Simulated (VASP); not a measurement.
Fe:

```
CELL_PARAMETERS angstrom
2.43416 0.00000 0.00000
-1.21708 2.10804 0.00000
0.00000 0.00000 3.84193
ATOMIC_POSITIONS crystal
Fe 0.66667 0.33333 0.75000
Fe 0.33333 0.66667 0.25000
```

Base run:

| Item | Value |
| --- | --- |
| Program | VASP 6.6.1 |
| Functional | PBEsol |
| Potentials or basis | VASP PAW PBE potentials, release 64 (Fe) |
| Cutoff | 520 eV |
| k mesh | 10 × 10 × 6 |
| Occupations | fermi-dirac, width 0.05 eV |
| Spin | collinear spin, ferromagnetic start |
| Starting moments | [2.25, 2.25] μB |
| Fixed moment | 4.5 μB |

Its results: pressure 39.0 GPa; site moments Fe +2.21 μB.

Q: The run is repeated on the same cell with these changes: functional from PBEsol to PBE; further incar settings from ALGO = Normal; EDIFF = 1e-06; NBANDS = 19 to ALGO = Normal; EDIFF = 1e-07; NBANDS = 19. What comes out?

A: Pressure 50.6 GPa; site moments Fe +2.21 μB.

Caveats: the total moment is fixed, so each spin has its own Fermi level; the PAW data sets were made with another functional, which shifts forces and pressure a little (some runs).
